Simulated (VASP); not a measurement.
# GaN (R-3m) in VASP: settings compared, part 2 of 3

VASP 6.6.1. Earlier steps stand in the parts before.

**5. Single point, r2SCAN (epitaxial 111 strain -4.0%)**

Contents of POSCAR:

```
GaN
1.0
    0.0750611330      2.0992357579      2.0992357579
    2.0992357579      0.0750611330      2.0992357579
    2.0992357579      2.0992357579      0.0750611330
Ga N
1 1
Direct
    0.0000000000      0.0000000000      0.0000000000
    0.5000000000      0.5000000000      0.5000000000
```

Contents of INCAR.step1:

```
SYSTEM = GaN
PREC     = Accurate       ! precision mode
ENCUT    = 520            ! plane-wave cutoff, eV
ISMEAR   = 0              ! smearing method
SIGMA    = 0.01           ! smearing width, eV
LREAL    = .False.        ! projectors in reciprocal space
LASPH    = .True.         ! aspherical terms in the spheres
NELM     = 80             ! most SCF steps
NBANDS   = 16             ! bands
GGA      = PE             ! functional
ALGO     = Normal         ! electronic algorithm
EDIFF    = 1E-4           ! SCF threshold, eV
LWAVE    = .True.         ! write WAVECAR
LCHARG   = .False.        ! write CHGCAR
```

Contents of INCAR.step2:

```
SYSTEM = GaN
PREC     = Accurate       ! precision mode
ENCUT    = 520            ! plane-wave cutoff, eV
EDIFF    = 1E-6           ! SCF threshold, eV
ISMEAR   = 0              ! smearing method
SIGMA    = 0.01           ! smearing width, eV
LREAL    = .False.        ! projectors in reciprocal space
LASPH    = .True.         ! aspherical terms in the spheres
NELM     = 80             ! most SCF steps
ALGO     = Normal         ! electronic algorithm
ISIF     = 2              ! what is computed and relaxed
LWAVE    = .False.        ! write WAVECAR
LCHARG   = .True.         ! write CHGCAR
METAGGA  = R2SCAN         ! meta-GGA
LMIXTAU  = .True.       
LELF     = .True.         ! ELF
LVHAR    = .True.       
NBANDS   = 16             ! bands
ISTART   = 1
```

Contents of KPOINTS:

```
regular mesh
0
Gamma
  10 10 10
  0 0 0
```

Potentials or basis: VASP PAW PBE potentials, release 64 (Ga_d, N).

Launch:

```console
> cat potpaw_PBE.64/Ga_d/POTCAR potpaw_PBE.64/N/POTCAR > POTCAR
> cp INCAR.step1 INCAR
> mpirun -np 1 vasp_std > vasp.out
> cp INCAR.step2 INCAR
> mpirun -np 1 vasp_std > vasp.out
```

OUTCAR:

```text
SYSTEM = GaN
   PREC = Accurate
   ENCUT = 520
   EDIFF = 1E-6
   ISMEAR = 0
   LREAL = .False.
   LASPH = .True.
   NELM = 80
   ISIF = 2
   METAGGA = R2SCAN
   ISTART = 1

 ion  position               nearest neighbor table
   1  0.000  0.000  0.000-   2 2.06   2 2.06   2 2.06   2 2.06   2 2.06   2 2.06
   2  0.500  0.500  0.500-   1 2.06   1 2.06   1 2.06   1 2.06   1 2.06   1 2.06

  LATTYP: Found a trigonal (rhomboedric) cell.
 ALAT       =     2.9697164357
 COS(alpha) =     0.5354141403

  Lattice vectors:

 A1 = (   0.0750611330,   2.0992357579,   2.0992357579)
 A2 = (   2.0992357579,   0.0750611330,   2.0992357579)
 A3 = (   2.0992357579,   2.0992357579,   0.0750611330)

Analysis of symmetry for initial positions (statically):
=====================================================================
 Subroutine PRICEL returns:
 Original cell was already a primitive cell.

 Routine SETGRP: Setting up the symmetry group for a
 trigonal (rhombohedral) supercell.

 Subroutine GETGRP returns: Found 12 space group operations
 (whereof 12 operations were pure point group operations)
 out of a pool of 12 trial point group operations.

The static configuration has the point symmetry D_3d.

Analysis of symmetry for dynamics (positions and initial velocities):
=====================================================================
 Subroutine PRICEL returns:
 Original cell was already a primitive cell.

 Routine SETGRP: Setting up the symmetry group for a
 trigonal (rhombohedral) supercell.

 Subroutine GETGRP returns: Found 12 space group operations
 (whereof 12 operations were pure point group operations)
 out of a pool of 12 trial point group operations.

The dynamic configuration has the point symmetry D_3d.

 Subroutine INISYM returns: Found 12 space group operations
 (whereof 12 operations are pure point group operations),
 and found     1 'primitive' translations

----------------------------------------------------------------------------------------

                                     Primitive cell

  volume of cell :      17.5099

  direct lattice vectors                    reciprocal lattice vectors
     0.075061133  2.099235758  2.099235758    -0.251352866  0.242675656  0.242675656
     2.099235758  0.075061133  2.099235758     0.242675656 -0.251352866  0.242675656
     2.099235758  2.099235758  0.075061133     0.242675656  0.242675656 -0.251352866

  length of vectors
     2.969716436  2.969716436  2.969716436     0.425395360  0.425395360  0.425395360

  position of ions in fractional coordinates (direct lattice)
     0.000000000  0.000000000  0.000000000
     0.500000000  0.500000000  0.500000000

  ion indices of the primitive-cell ions
   primitive index   ion index
                 1           1
                 2           2

----------------------------------------------------------------------------------------

 KPOINTS: regular mesh

Automatic generation of k-mesh.
 Grid dimensions read from file:
 generate k-points for:   10   10   10

 Generating k-lattice:

  Cartesian coordinates                     Fractional coordinates (reciprocal lattice)
    -0.025135287  0.024267566  0.024267566     0.100000000  0.000000000 -0.000000000
     0.024267566 -0.025135287  0.024267566     0.000000000  0.100000000 -0.000000000
     0.024267566  0.024267566 -0.025135287     0.000000000  0.000000000  0.100000000

  Length of vectors
     0.042539536  0.042539536  0.042539536

  Shift w.r.t. Gamma in fractional coordinates (k-lattice)
     0.000000000  0.000000000  0.000000000

 Subroutine IBZKPT returns following result:
 ===========================================

 Found    116 irreducible k-points:

 Following reciprocal coordinates:
            Coordinates               Weight
  0.000000  0.000000  0.000000      1.000000
  0.100000  0.000000 -0.000000      6.000000
  0.200000  0.000000 -0.000000      6.000000
  0.300000 -0.000000 -0.000000      6.000000
  0.400000  0.000000  0.000000      6.000000
  0.500000  0.000000 -0.000000      3.000000
[... 16 lines left out ...]
  0.300000  0.300000 -0.000000      6.000000
  0.400000  0.300000  0.000000     12.000000
 [... further k-points ...]
   k-points           NKPTS =    116   k-points in BZ     NKDIM =    116   number of bands    NBANDS=     16
   number of dos      NEDOS =    301   number of ions     NIONS =      2
   total plane-waves  NPLWV =  13824
   dimension x,y,z NGX =    24 NGY =   24 NGZ =   24
   dimension x,y,z NGXF=    48 NGYF=   48 NGZF=   48
   ions per type =               1   1
   NGX,Y,Z   is equivalent  to a cutoff of  13.44, 13.44, 13.44 a.u.
   NGXF,Y,Z  is equivalent  to a cutoff of  26.87, 26.87, 26.87 a.u.
 SYSTEM =  GaN
   PREC   = accura    normal or accurate (medium, high low for compatibility)
   ISTART =      1    job   : 0-new  1-cont  2-samecut
   ICHARG =      0    charge: 1-file 2-atom 10-const
   ISPIN  =      1    spin polarized calculation?
   LNONCOLLINEAR =      F non collinear calculations
   LSORBIT =      F    spin-orbit coupling
   LASPH  =      T    aspherical Exc in radial PAW
   ENCUT  =  520.0 eV  38.22 Ry    6.18 a.u.   5.52  5.52  5.52*2*pi/ulx,y,z
   NELM   =     80;   NELMIN=  2; NELMDL=  0     # of ELM steps
   EDIFF  = 0.1E-05   stopping-criterion for ELM
   LREAL  =      F    real-space projection
   EDIFFG = 0.1E-04   stopping-criterion for IOM
   NSW    =      0    number of steps for IOM
   IBRION =     -1    ionic relax: 0-MD 1-quasi-New 2-CG
   NFREE  =      0    steps in history (QN), initial steepest desc. (CG)
   ISIF   =      2    stress and relaxation
   ISYM   =      2    0-nonsym 1-usesym 2-fastsym
   POTIM  = 0.5000    time-step for ionic-motion
   TEBEG  =    0.0;   TEEND  =   0.0 temperature during run
   PSTRESS=    0.0 pullay stress
   NELECT =      18.0000    total number of electrons
   NUPDOWN=      -1.0000    fix difference up-down
   EMIN   =  10.00;   EMAX   =-10.00  energy-range for DOS
   EFERMI =   0.00;   METHOD = LEGACY
   ISMEAR =     0;   SIGMA  =   0.01  broadening in eV -4-tet -1-fermi 0-gaus
   EFERMI_NEDOS =   21; number of points for ismear=-14 and -15
   IALGO  =     38    algorithm
   IMIX   =      4    mixing-type and parameters
     AMIX     =   0.40;   BMIX     =  1.00
     AMIX_MAG =   1.60;   BMIX_MAG =  1.00
  volume/ion in A,a.u.               =       8.75        59.08
  Fermi-wavevector in a.u.,A,eV,Ry     =   1.652233  3.122268 37.142197  2.729874
  Thomas-Fermi vector in A             =   2.740877
   LORBIT       =      0    0 simple, 1 ext, 2 COOP (PROOUT), +10 PAW based schemes
   METAGGA = R2SCAN    functional components
   LHFCALC =     F    Hartree Fock is set to
   AEXX    =    0.0000 exact exchange contribution
   IVDW    =     0    specifies the selected vdW correction
   LEPSILON=     F    determine dielectric tensor
   LRPA    =     F    only Hartree local field effects (RPA)
 non-spin polarized calculation
 Gauss-broadening in eV      SIGMA  =   0.01
  energy-cutoff  :      520.00
  volume of cell :       17.51
 maximum number of plane-waves:       489
 NGX is ok and might be reduce to    24
   NGX = 11   NGY = 11   NGZ = 11

 number of electron      18.0000004 magnetization

 Free energy of the ion-electron system (eV)
  ---------------------------------------------------
  ext. energy  EPLUGINS =         0.00000000
  ---------------------------------------------------
  free energy    TOTEN  =       -20.83673754 eV

  energy without entropy =      -20.83673754  energy(sigma->0) =      -20.83673754

 E-fermi :   8.8559     XC(G=0): -14.6685

 val. band max:        8.8130597547   @ k =   0.4000   0.3000   0.3000
 cond. band min:      10.2094029794   @ k =   0.5000   0.5000   0.0000
 fundamental gap:      1.3963432247
 Fermi energy:         8.8559208299

 k-point     1 :       0.0000    0.0000    0.0000
  band No.  band energies     occupation
      1     -10.2145      2.00000
      2      -5.7561      2.00000
      3      -5.7500      2.00000
      4      -5.7500      2.00000
      5      -5.6325      2.00000
      6      -5.6325      2.00000
[... 8 lines left out ...]
     15      26.8785      0.00000
     16      26.8785      0.00000
[... 419 lines left out ...]
 k-point    24 :       0.4000    0.3000    0.0000
  band No.  band energies     occupation
      1      -8.1796      2.00000
      2      -5.9014      2.00000
      3      -5.6113      2.00000
      4      -5.5342      2.00000
      5      -5.4560      2.00000
      6      -4.6813      2.00000
[... 8 lines left out ...]
     15      35.3849      0.00000
     16      37.5175      0.00000

 [... further k-points ...]

------------------------ aborting loop because EDIFF is reached ----------------------------------------

  FORCE on cell =-STRESS in cart. coord.  units (eV):
  Direction    XX          YY          ZZ          XY          YZ          ZX
  --------------------------------------------------------------------------------------
  -------------------------------------------------------------------------------------
  Total        2.3063268      2.3063268      2.3063268     -1.0618608     -1.0618608     -1.0618608
  in kB      211.0320620    211.0320620    211.0320620    -97.1617195    -97.1617195    -97.1617195
  external PRESSURE =     211.0320620 kB  Pullay stress =       0.0000000 kB

 VOLUME and BASIS-vectors are now :
 -----------------------------------------------------------------------------
  energy-cutoff  :      520.00
  volume of cell :       17.51
      direct lattice vectors                 reciprocal lattice vectors
     0.075061133  2.099235758  2.099235758    -0.251352866  0.242675656  0.242675656
     2.099235758  0.075061133  2.099235758     0.242675656 -0.251352866  0.242675656
     2.099235758  2.099235758  0.075061133     0.242675656  0.242675656 -0.251352866

 POSITION                                       TOTAL-FORCE (eV/Angst)
 -----------------------------------------------------------------------------------
      0.00000      0.00000      0.00000         0.000000      0.000000      0.000000
      2.13677      2.13677      2.13677        -0.000000      0.000000     -0.000000
 -----------------------------------------------------------------------------------
    total drift:                                0.000000     -0.000000     -0.000000

  FREE ENERGIE OF THE ION-ELECTRON SYSTEM (eV)
  ---------------------------------------------------
  free  energy   TOTEN  =       -20.8367375431 eV

  energy  without entropy=      -20.8367375431  energy(sigma->0) =      -20.83673754
```

Wall time 2.3 min (1 thread of Intel Xeon 8259CL, shared host); peak memory 0.17 GiB.

Results:

- Free energy: -20.8367 eV
- Pressure: 21.1 GPa
- Band gap on the k mesh: 1.40 eV (least direct gap 3.97 eV)

Caveat: the cell differs from its parent crystal (epitaxial 111 strain -4.0%); the cell stands under pressure; the PAW data sets were made with another functional, which shifts forces and pressure a little.

**6. Single point, r2SCAN (epitaxial 111 strain -3.0%)**

Contents of POSCAR:

```
GaN
1.0
    0.0560502360      2.1013100133      2.1013100133
    2.1013100133      0.0560502360      2.1013100133
    2.1013100133      2.1013100133      0.0560502360
Ga N
1 1
Direct
    0.0000000000      0.0000000000      0.0000000000
    0.5000000000      0.5000000000      0.5000000000
```

Contents of INCAR.step1:

```
  ALGO = Normal
  EDIFF = 1E-4
  ENCUT = 520
  GGA = PE
  ISMEAR = 0
  LASPH = True
  LCHARG = False
  LREAL = False
  LWAVE = True
  NBANDS = 16
  NELM = 60
  PREC = Accurate
  SIGMA = 0.01
```

Contents of INCAR.step2:

```
  ALGO = Normal
  EDIFF = 1E-7
  ENCUT = 520
  ISIF = 2
  ISMEAR = 0
  ISTART = 1
  LASPH = True
  LCHARG = True
  LELF = True
  LMIXTAU = True
  LREAL = False
  LVHAR = True
  LWAVE = False
  METAGGA = R2SCAN
  NBANDS = 16
  NELM = 60
  PREC = Accurate
  SIGMA = 0.01
```

Contents of KPOINTS:

```
k-points
0
Gamma
  10 10 10
```

Potentials or basis: VASP PAW PBE potentials, release 64 (Ga_d, N).

Launch:

```console
> cat potpaw_PBE.64/Ga_d/POTCAR potpaw_PBE.64/N/POTCAR > POTCAR
> cp INCAR.step1 INCAR
> mpirun -np 1 vasp_std > vasp.out
> cp INCAR.step2 INCAR
> mpirun -np 1 vasp_std > vasp.out
```

Run time: 2.3 min. Hardware: 1 thread of Intel Xeon 8259CL, shared host; peak memory 0.17 GiB.

It converged, with:

* Free energy: -20.8973 eV
* Pressure: 15.5 GPa
* Band gap on the k mesh: 1.36 eV (least direct gap 3.85 eV)

Stress tensor (GPa, compression positive):
```
15.50 -6.96 -6.96
-6.96 15.50 -6.96
-6.96 -6.96 15.50
```

Levels at points of the mesh, in eV from the valence-band top:
```csv
k point,band 5,band 6,band 7,band 8,band 9,band 10,band 11,band 12,band 13,band 14
"(0.00, 0.00, 0.00)",-14.39,-14.39,-1.09,-0.51,-0.51,3.34,14.93,16.13,16.13,16.89
"(0.50, 0.00, 0.00)",-14.22,-14.22,-8.65,-0.46,-0.24,5.28,9.73,10.07,11.03,17.88
"(0.50, 0.50, 0.00)",-14.15,-11.51,-7.80,-3.72,-3.18,1.36,8.51,13.45,16.37,16.43
"(0.50, 0.50, 0.50)",-14.23,-14.23,-9.13,-0.08,-0.08,6.08,10.68,10.68,10.92,18.40
```

Caveat: the cell differs from its parent crystal (epitaxial 111 strain -3.0%); the cell stands under pressure; the PAW data sets were made with another functional, which shifts forces and pressure a little. A k mesh can miss the band edges.

(Part 2 of 3 ends here.)
